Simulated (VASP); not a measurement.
Runs of VASP 6.6.1 on BeSi. The structure is that of space group R-3m (No. 166), or close to it. The cells are those of the table. 

| task | cell | k mesh | cutoff (eV) | gap on the mesh (eV) | pressure (GPa) | relaxed volume (Å³/atom) |
| --- | --- | --- | --- | --- | --- | --- |
| single point | a = 4.521 Å, angles 32.0°, 2 atoms | 6 × 6 × 6 | 520 | none | 0.0 | - |
| relaxation of cell and atoms | relaxed from a = 4.251 Å, angles 34.3°, 2 atoms | 6 × 6 × 6 | 600 | none | 0.2 | (a) |
| single point | a = 3.848 Å, angles 42.6°, 2 atoms | 24 × 24 × 24 | 520 | none | 0.0 | - |
| relaxation of cell and atoms | relaxed from a = 3.827 Å, angles 43.1°, 2 atoms | 24 × 24 × 24 | 600 | none | 0.0 | 11.81 |

Alike in all rows: level PBE; potentials or basis VASP PAW PBE potentials, release 64 (Be, Si); no spin polarisation; smearing gaussian 0.1 eV.

Q: Fill in the values left out.

A: (a) 11.50.

Caveats: some runs use coarse meshes.

A gap of «none» marks levels without a gap at the run's occupations.
